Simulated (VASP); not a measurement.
# Bi: single point with LDA

Bi:

```xyz
4
Lattice="-4.4497 4.4497 2.0656 4.4497 -4.4497 2.0656 4.4497 4.4497 -2.0656" Properties=species:S:1:pos:R:3 pbc="T T T"
Bi    3.1535    1.2963    0.0000
Bi    1.2963    3.1535    2.0656
Bi    1.2963    5.7460    0.0000
Bi    3.1535   -1.2963    2.0656
```

- Program: VASP 6.6.1
- Task: single point
- Functional: LDA
- Potentials or basis: VASP PAW LDA potentials, release 64 (Bi_d)
- Cutoff: 520 eV
- k mesh: 7 × 7 × 7
- Occupations: fermi-dirac, width 0.05 eV
- Spin: no spin polarisation

```yaml
Pressure: -2.7 GPa
Largest_force: 0.148 eV/Å
Band_gap_on_the_k_mesh: zero (bands 30 and 31 overlap by 1.44 eV)
```

Forces in eV/Å, atoms in the order of the input:
```
Bi   0.105 -0.105  0.000
Bi  -0.105  0.105  0.000
Bi  -0.105 -0.105  0.000
Bi   0.105  0.105  0.000
```

Stress tensor (GPa, compression positive):
```
-2.56  0.00  0.00
 0.00 -2.56  0.00
 0.00  0.00 -3.11
```

Levels at points of the mesh, in eV from the Fermi level:
```tsv
k point	band 27	band 28	band 29	band 30	band 31	band 32	band 33	band 34
(0.00, 0.00, 0.00)	-1.24	-1.24	-0.58	-0.41	-0.05	-0.05	2.98	2.98
```

It took 6.5 min on 1 thread of Intel(R) Xeon(R) Platinum 8375C CPU @ 2.90GHz (Ice Lake), with other jobs on the host, peak memory 0.36 GiB.

Caveat: spin-orbit coupling is left out, which moves the levels of the heavy elements.
